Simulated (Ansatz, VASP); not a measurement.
**Two plane-wave programs on Au**

```
Au
1.0
    -1.65727    1.65727   -1.65727
    -1.65727   -1.65727    1.65727
     0.00000    7.15941    7.15941
Au
4
Direct
  0.00000 0.00000 0.81018
  0.50000 0.50000 0.11574
  0.00000 0.00000 0.34722
  0.50000 0.50000 0.57870
```

Alike in both runs: task single point; functional PBEsol; k mesh 17 × 17 × 5; occupations gaussian, width 0.15 eV; no spin polarisation.

|  | VASP | Ansatz |
| --- | --- | --- |
| version | VASP 6.6.1 | Ansatz 0.2.0 |
| potentials or method | VASP PAW PBE potentials, release 64 (Au), cutoff 520 eV | scalar-relativistic, plane waves, PAW |
| valence electrons in the cell | 44 | 76 |

|  | VASP | Ansatz | Ansatz less VASP |
| --- | --- | --- | --- |
| gap on the k mesh at the Fermi level (eV) | none | none | - |
| pressure (GPa) | -11.8 | -11.6 | +0.16 |
| traceless stress, the component that is largest in VASP (GPa) | -0.48 | -0.49 | -0.002 |
| rms of the force components (eV/Å) | 0.083 | 0.086 | +0.0033 |

VASP's potentials were made for PBE, not for PBEsol. Atom by atom the forces differ by 0.003 eV/Å (rms over components). A gap of «none» marks a metal or a gap that the smearing closes. The functional is the same, so the differences come from potentials, cutoffs and numerics. VASP's potentials hold 44 valence electrons a cell and Ansatz's 76, so a difference there can come from the potentials and not from the codes.

Spin-orbit coupling is off throughout.
